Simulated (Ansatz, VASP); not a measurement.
## One calculation of Ga3SbN2, two programs

INCAR

```
PREC = Accurate
ENCUT = 520
EDIFF = 1E-6
ISMEAR = 0
SIGMA = 0.1
LREAL = False
LASPH = True
NELM = 100
ALGO = Normal
ISIF = 2
LWAVE = False
LCHARG = False
GGA = PE
NBANDS = 36
```

Contents of KPOINTS:

```
Automatic mesh
0
Gamma
  3 3 6
```

File POSCAR:

```
Ga3SbN2
1.0
    5.9978985800      0.0000000000      0.0000000000
   -2.9989492900      5.1943325400      0.0000000000
    0.0000000000      0.0000000000      3.2925563000
Ga Sb N
3 1 2
Direct
    0.5000000000      0.0000000000      0.5000000000
    0.5000000000      0.5000000000      0.5000000000
    0.0000000000      0.5000000000      0.5000000000
    0.0000000000      0.0000000000      0.0000000000
    0.3333333300      0.6666666700      0.0000000000
    0.6666666700      0.3333333300      0.0000000000
```

Input for Ansatz:

```yaml
crystal:
  lattice:
    - [5.99789858, 0.0, 0.0]
    - [-2.99894929, 5.19433254, 0.0]
    - [0.0, 0.0, 3.2925563]
  atoms:
    - { symbol: Ga, position: [0.5, 0.0, 0.5] }
    - { symbol: Ga, position: [0.5, 0.5, 0.5] }
    - { symbol: Ga, position: [0.0, 0.5, 0.5] }
    - { symbol: Sb, position: [0.0, 0.0, 0.0] }
    - { symbol: "N", position: [0.33333333, 0.66666667, 0.0] }
    - { symbol: "N", position: [0.66666667, 0.33333333, 0.0] }
basis:
  ecutwfc: 420
kpoints:
  mp_grid: { grid: [3, 3, 6] }
hamiltonian:
  xc: pbe
scf:
  occupations: { method: gaussian, width: 0.1 }
  lower_state_search: "off"
output:
  forces: true
  stress: true
  eigenvalues: true
```

Change from the starting cell: species swapped into the DyB2Ru3 type (P6/mmm, No. 191).

Alike in both runs: task single point; functional PBE; k mesh 3 × 3 × 6; occupations gaussian, width 0.1 eV; no spin polarisation.

```csv
,VASP,Ansatz
version,VASP 6.6.1,Ansatz 0.2.0
potentials or method,"VASP PAW PBE potentials, release 64 (Ga_d, Sb, N), cutoff 520 eV","scalar-relativistic, plane waves, PAW"
valence electrons in the cell,54,64
```

Ansatz gave:

* gap on the k mesh at the Fermi level (eV): none
* pressure (GPa): -11.8
* traceless stress, the component that is largest in VASP (GPa): -13.84

Question: Which values does VASP return?

Answer: gap on the k mesh at the Fermi level (eV): none; pressure (GPa): -11.8; traceless stress, the component that is largest in VASP (GPa): -13.79.

A gap of «none» marks a metal or a gap that the smearing closes. VASP's potentials hold 54 valence electrons a cell and Ansatz's 64, so a difference there can come from the potentials and not from the codes.

The k mesh is coarse, so the values compare programs but aren't converged. Neither program's run includes spin-orbit coupling.
